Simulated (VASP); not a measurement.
HfN, 2 atoms in the cell. It takes space group F-43m (No. 216, cubic). The conventional cell has a = 4.892 Å, b = 4.892 Å, c = 4.892 Å, α = 90.00°, β = 90.00°, γ = 90.00°. Within 2.8 Å of Hf (site symmetry -43m) lie 4 N at 2.12 Å. Within 2.8 Å of N (site symmetry -43m) lie 4 Hf at 2.12 Å. 

```yaml
Program: VASP 6.6.1
Task: single point
Functional: r2SCAN
Potentials_or_basis: VASP PAW PBE potentials, release 64 (Hf_pv, N)
Cutoff: 520 eV
k_mesh: 12 × 12 × 12
Occupations: gaussian, width 0.15 eV
Spin: no spin polarisation
Dipole_correction: no
Further_INCAR_settings: ALGO = Normal; EDIFF = 1e-06; NBANDS = 14
```

Potentials or basis: VASP PAW PBE potentials, release 64 (Hf_pv, N).

Command:

```console
$ cat potpaw_PBE.64/Hf_pv/POTCAR potpaw_PBE.64/N/POTCAR > POTCAR
$ cp INCAR.step1 INCAR
$ mpirun -np 1 vasp_std > vasp.out
$ cp INCAR.step2 INCAR
$ mpirun -np 1 vasp_std > vasp.out
```

Hardware: 1 thread of Intel(R) Xeon(R) Platinum 8259CL CPU @ 2.50GHz (Skylake/Cascade Lake) (shared host).

Task: How long does it take, and how much memory?

Result: Run time: 2 min on 1 thread of Intel(R) Xeon(R) Platinum 8259CL CPU @ 2.50GHz (Skylake/Cascade Lake) (shared host), peak memory 0.18 GiB. Counts: k points 72.
